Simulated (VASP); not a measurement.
# AlNi (P4mm) in VASP: notebook, part 2 of 3

VASP 6.6.1. The steps go on from the part before.

## Step 3: Single point, PBEsol (atoms displaced along a vibrational mode)

The input, INCAR:

```
SYSTEM = AlNi
PREC = Accurate ; ENCUT = 520
EDIFF = 1E-6 ; ISMEAR = 0
SIGMA = 0.15 ; LREAL = .FALSE.
LASPH = .TRUE. ; NELM = 60
ALGO = Fast ; ISIF = 2
LWAVE = .FALSE. ; LCHARG = .FALSE.
GGA = PS ; NBANDS = 14
```

The input, KPOINTS:

```
Automatic mesh
0
G
  16 16 16
  0 0 0
```

The input, POSCAR:

```
AlNi
1.0
    2.0211996418     -2.0211459310      0.0000000000
    2.0211996418      2.0211459310      0.0000000000
    0.0000000000      0.0000000000      2.8688666946
Al Ni
1 1
Direct
    0.0000000000      0.0000000000     -0.0198684728
    0.5000000000      0.5000000000      0.5091335987
```

Potentials or basis: VASP PAW PBE potentials, release 64 (Al, Ni).

Run with:

```
> cat potpaw_PBE.64/Al/POTCAR potpaw_PBE.64/Ni/POTCAR > POTCAR
> mpirun -np 1 vasp_std > vasp.out
```

OUTCAR:

```text
SYSTEM = AlNi
   PREC = Accurate
   ENCUT = 520
   EDIFF = 1E-6
   ISMEAR = 0
   LREAL = .FALSE.
   LASPH = .TRUE.
   NELM = 60
   ISIF = 2
   GGA = PS

 ion  position               nearest neighbor table
   1  0.000  0.000  0.980-   2 2.43   2 2.43   2 2.43   2 2.43   2 2.53   2 2.53   2 2.53   2 2.53

   2  0.500  0.500  0.509-   1 2.43   1 2.43   1 2.43   1 2.43   1 2.53   1 2.53   1 2.53   1 2.53

  LATTYP: Found a base centered orthorhombic cell.
 ALAT       =     4.0422918620
 B/A-ratio  =     1.0000265744
 C/A-ratio  =     0.7097129036

  Lattice vectors:

 A1 = (  -2.0211996418,  -2.0211459310,   0.0000000000)
 A2 = (   2.0211996418,  -2.0211459310,   0.0000000000)
 A3 = (   0.0000000000,   0.0000000000,   2.8688666946)

Analysis of symmetry for initial positions (statically):
=====================================================================
 Subroutine PRICEL returns:
 Original cell was already a primitive cell.

 Routine SETGRP: Setting up the symmetry group for a
 base centered orthorhombic supercell.

 Subroutine GETGRP returns: Found  4 space group operations
 (whereof  4 operations were pure point group operations)
 out of a pool of  8 trial point group operations.

The static configuration has the point symmetry C_2v.

Analysis of symmetry for dynamics (positions and initial velocities):
=====================================================================
 Subroutine PRICEL returns:
 Original cell was already a primitive cell.

 Routine SETGRP: Setting up the symmetry group for a
 base centered orthorhombic supercell.

 Subroutine GETGRP returns: Found  4 space group operations
 (whereof  4 operations were pure point group operations)
 out of a pool of  8 trial point group operations.

The dynamic configuration has the point symmetry C_2v.

 Subroutine INISYM returns: Found  4 space group operations
 (whereof  4 operations are pure point group operations),
 and found     1 'primitive' translations

----------------------------------------------------------------------------------------

                                     Primitive cell

  volume of cell :      23.4394

  direct lattice vectors                    reciprocal lattice vectors
     2.021199642 -2.021145931  0.000000000     0.247377839 -0.247384413  0.000000000
     2.021199642  2.021145931  0.000000000     0.247377839  0.247384413  0.000000000
     0.000000000  0.000000000  2.868866695     0.000000000  0.000000000  0.348569699

  length of vectors
     2.858369967  2.858369967  2.868866695     0.349849744  0.349849744  0.348569699

  position of ions in fractional coordinates (direct lattice)
     0.000000000  0.000000000  0.980131527
     0.500000000  0.500000000  0.509133599

  ion indices of the primitive-cell ions
   primitive index   ion index
                 1           1
                 2           2

----------------------------------------------------------------------------------------

 KPOINTS: Automatic mesh

Automatic generation of k-mesh.
 Grid dimensions read from file:
 generate k-points for:   16   16   16

 Generating k-lattice:

  Cartesian coordinates                     Fractional coordinates (reciprocal lattice)
     0.015461115 -0.015461526  0.000000000     0.062500000  0.000000000  0.000000000
[... 44 lines left out ...]
   dimension x,y,z NGX =    24 NGY =   24 NGZ =   24
   dimension x,y,z NGXF=    48 NGYF=   48 NGZF=   48
   ions per type =               1   1
   NGX,Y,Z   is equivalent  to a cutoff of  13.96, 13.96, 13.91 a.u.
   NGXF,Y,Z  is equivalent  to a cutoff of  27.92, 27.92, 27.82 a.u.
 SYSTEM =  AlNi
   PREC   = accura    normal or accurate (medium, high low for compatibility)
   ISTART =      0    job   : 0-new  1-cont  2-samecut
   ICHARG =      2    charge: 1-file 2-atom 10-const
   ISPIN  =      1    spin polarized calculation?
   LNONCOLLINEAR =      F non collinear calculations
   LSORBIT =      F    spin-orbit coupling
   LASPH  =      T    aspherical Exc in radial PAW
   ENCUT  =  520.0 eV  38.22 Ry    6.18 a.u.   5.31  5.31  5.33*2*pi/ulx,y,z
   NELM   =     60;   NELMIN=  2; NELMDL= -5     # of ELM steps
   EDIFF  = 0.1E-05   stopping-criterion for ELM
   LREAL  =      F    real-space projection
   EDIFFG = 0.1E-04   stopping-criterion for IOM
   NSW    =      0    number of steps for IOM
   IBRION =     -1    ionic relax: 0-MD 1-quasi-New 2-CG
   NFREE  =      0    steps in history (QN), initial steepest desc. (CG)
   ISIF   =      2    stress and relaxation
   ISYM   =      2    0-nonsym 1-usesym 2-fastsym
   POTIM  = 0.5000    time-step for ionic-motion
   TEBEG  =    0.0;   TEEND  =   0.0 temperature during run
   PSTRESS=    0.0 pullay stress
   NELECT =      13.0000    total number of electrons
   NUPDOWN=      -1.0000    fix difference up-down
   EMIN   =  10.00;   EMAX   =-10.00  energy-range for DOS
   EFERMI =   0.00;   METHOD = LEGACY
   ISMEAR =     0;   SIGMA  =   0.15  broadening in eV -4-tet -1-fermi 0-gaus
   EFERMI_NEDOS =   21; number of points for ismear=-14 and -15
   IALGO  =     68    algorithm
   IMIX   =      4    mixing-type and parameters
     AMIX     =   0.40;   BMIX     =  1.00
     AMIX_MAG =   1.60;   BMIX_MAG =  1.00
  volume/ion in A,a.u.               =      11.72        79.09
  Fermi-wavevector in a.u.,A,eV,Ry     =   1.345055  2.541786 24.615310  1.809174
  Thomas-Fermi vector in A             =   2.472999
   LORBIT       =      0    0 simple, 1 ext, 2 COOP (PROOUT), +10 PAW based schemes
   GGA     = PS    functional components
   LHFCALC =     F    Hartree Fock is set to
   AEXX    =    0.0000 exact exchange contribution
   IVDW    =     0    specifies the selected vdW correction
   LEPSILON=     F    determine dielectric tensor
   LRPA    =     F    only Hartree local field effects (RPA)
 non-spin polarized calculation
 RMM-DIIS sequential band-by-band and
 Gauss-broadening in eV      SIGMA  =   0.15
  energy-cutoff  :      520.00
  volume of cell :       23.44
 maximum number of plane-waves:       653
 NGX is ok and might be reduce to    24
   NGX = 11   NGY = 11   NGZ = 11

 number of electron      12.9999999 magnetization

 Free energy of the ion-electron system (eV)
  ---------------------------------------------------
  ext. energy  EPLUGINS =         0.00000000
  ---------------------------------------------------
  free energy    TOTEN  =       -11.56953188 eV

  energy without entropy =      -11.56104632  energy(sigma->0) =      -11.56528910

 E-fermi :  10.1629     XC(G=0): -12.2615

 val. band max:       10.1609881322   @ k =   0.4375   0.2500   0.4375
 cond. band min:      10.1641292263   @ k =   0.3750   0.3750   0.5000
 fundamental gap:      0.0031410941
 Fermi energy:        10.1629477570

 k-point     1 :       0.0000    0.0000    0.0000
  band No.  band energies     occupation
      1      -1.1146      2.00000
      2       6.8197      2.00000
      3       6.8237      2.00000
      4       8.5724      2.00000
      5       8.5725      2.00000
      6       8.5764      2.00000
      7      15.6614      0.00000
      8      15.7904      0.00000
      9      15.7906      0.00000
     10      18.3698      0.00000
     11      18.3966      0.00000
     12      24.2029      0.00000
     13      31.1978      0.00000
     14      31.2563      0.00000
[... 377 lines left out ...]
      1      -0.9683      2.00000
      2       6.8239      2.00000
      3       6.8477      2.00000
      4       8.5088      2.00000
      5       8.5360      2.00000
      6       8.5516      2.00000
      7      14.9102      0.00000
      8      15.2226      0.00000
      9      15.8861      0.00000
     10      18.7376      0.00000
     11      19.5131      0.00000
     12      24.6926      0.00000
     13      29.5643      0.00000
     14      30.3054      0.00000

 [... further k-points ...]

------------------------ aborting loop because EDIFF is reached ----------------------------------------

  FORCE on cell =-STRESS in cart. coord.  units (eV):
  Direction    XX          YY          ZZ          XY          YZ          ZX
  --------------------------------------------------------------------------------------
  -------------------------------------------------------------------------------------
  Total        0.1385758      0.1395660      0.0358224      0.0000000      0.0000000      0.0000000
  in kB        9.4721984      9.5398800      2.4486002      0.0000000      0.0000000      0.0000000
  external PRESSURE =       7.1535595 kB  Pullay stress =       0.0000000 kB

 VOLUME and BASIS-vectors are now :
 -----------------------------------------------------------------------------
  energy-cutoff  :      520.00
  volume of cell :       23.44
      direct lattice vectors                 reciprocal lattice vectors
     2.021199642 -2.021145931  0.000000000     0.247377839 -0.247384413  0.000000000
     2.021199642  2.021145931  0.000000000     0.247377839  0.247384413  0.000000000
     0.000000000  0.000000000  2.868866695     0.000000000  0.000000000  0.348569699

 POSITION                                       TOTAL-FORCE (eV/Angst)
 -----------------------------------------------------------------------------------
      0.00000      0.00000      2.81187         0.000000      0.000000      0.521580
      2.02120      0.00000      1.46064        -0.000000      0.000000     -0.521580
 -----------------------------------------------------------------------------------
    total drift:                                0.000000     -0.000000     -0.000302

  FREE ENERGIE OF THE ION-ELECTRON SYSTEM (eV)
  ---------------------------------------------------
  free  energy   TOTEN  =       -11.5695318806 eV

  energy  without entropy=      -11.5610463175  energy(sigma->0) =      -11.56528910
```

OSZICAR:

```text
N       E                     dE             d eps       ncg     rms          rms(c)
DAV:   1     0.394673350378E+02    0.39467E+02   -0.53874E+03 18764   0.976E+02
DAV:   2    -0.114544908357E+02   -0.50922E+02   -0.46092E+02 19680   0.180E+02
DAV:   3    -0.131898149913E+02   -0.17353E+01   -0.17199E+01 23382   0.367E+01
DAV:   4    -0.132125166982E+02   -0.22702E-01   -0.22696E-01 21984   0.385E+00
DAV:   5    -0.132131827121E+02   -0.66601E-03   -0.66600E-03 23612   0.716E-01    0.128E+01
RMM:   6    -0.152128307475E+02   -0.19996E+01   -0.15656E+01 22458   0.494E+01    0.172E+01
RMM:   7    -0.115875302889E+02    0.36253E+01   -0.43091E+00 20677   0.253E+01    0.124E+00
RMM:   8    -0.115807001615E+02    0.68301E-02   -0.91552E-02 19777   0.300E+00    0.758E-01
RMM:   9    -0.115736030084E+02    0.70972E-02   -0.30615E-02 21074   0.112E+00    0.572E-01
RMM:  10    -0.115695368772E+02    0.40661E-02   -0.85351E-03 22561   0.116E+00    0.149E-01
RMM:  11    -0.115697188859E+02   -0.18201E-03   -0.94902E-04 24988   0.364E-01    0.139E-01
RMM:  12    -0.115695203008E+02    0.19859E-03   -0.39653E-04 24545   0.220E-01    0.266E-02
RMM:  13    -0.115695302221E+02   -0.99212E-05   -0.10034E-04 25551   0.694E-02    0.513E-03
RMM:  14    -0.115695318171E+02   -0.15950E-05   -0.16104E-05 25714   0.300E-02    0.715E-03
RMM:  15    -0.115695318806E+02   -0.63460E-07   -0.14769E-06 14229   0.898E-03
   1 F= -.11569532E+02 E0= -.11565289E+02  d E =-.848556E-02
```

stdout:

```text
POSCAR found type information on POSCAR AlNi
 POSCAR found :  2 types and       2 ions
 scaLAPACK will be used
 -----------------------------------------------------------------------------
|                                                                             |
|                                                                             |
|     You enforced a specific xc type in the INCAR file but a different       |
|     I HOPE YOU KNOW WHAT YOU ARE DOING!                                     |
|                                                                             |
 -----------------------------------------------------------------------------

 LDA part: xc-table for (Slater+PW92), standard interpolation
 POSCAR, INCAR and KPOINTS ok, starting setup
 FFT: planning ... GRIDC
 FFT: planning ... GRID_SOFT
 FFT: planning ... GRID
 WAVECAR not read
 entering main loop
WARNING in EDDRMM: call to ZHEGV failed, returncode =   8  4     13
WARNING in EDDRMM: call to ZHEGV failed, returncode =   8  4     14
WARNING in EDDRMM: call to ZHEGV failed, returncode =   8  4     14
```

Run time: 88 s. Hardware: 1 thread of Intel Xeon Platinum 8559C (Emerald Rapids), shared host; peak memory 0.32 GiB.

What came out:

| Property | Result |
| --- | --- |
| Free energy | -11.5695 eV |
| Pressure | 0.7 GPa |
| Largest force | 0.522 eV/Å |
| Band gap on the k mesh | zero (an odd number of electrons rules out a gap without spin polarisation) |

Forces in eV/Å, atoms in the order of the input:
```
Al   0.000  0.000  0.522
Ni   0.000  0.000 -0.522
```

Levels at points of the mesh, in eV from the Fermi level:
| k point | band 5 | band 6 | band 7 | band 8 | band 9 | band 10 |
| --- | --- | --- | --- | --- | --- | --- |
| (0.00, 0.00, 0.00) | -1.59 | -1.59 | 5.50 | 5.63 | 5.63 | 8.21 |
| (0.50, 0.00, 0.00) | -2.31 | -1.50 | -0.66 | 8.33 | 10.04 | 10.14 |
| (0.50, 0.50, 0.00) | -2.13 | -2.13 | -1.04 | 1.51 | 2.61 | 12.48 |
| (0.00, 0.00, 0.50) | -2.30 | -1.50 | -0.68 | 8.34 | 10.09 | 10.09 |
| (0.50, 0.00, 0.50) | -2.14 | -2.13 | -1.05 | 1.49 | 2.58 | 12.55 |
| (0.50, 0.50, 0.50) | -1.01 | 1.95 | 1.95 | 1.97 | 3.81 | 4.57 |

Caveat: the cell differs from its parent crystal (atoms displaced along a vibrational mode); the PAW data sets were made with another functional, which shifts forces and pressure a little. Spin polarisation is off, so any magnetic state and its effect on volume and gap are missing.

(Part 2 of 3 ends here.)
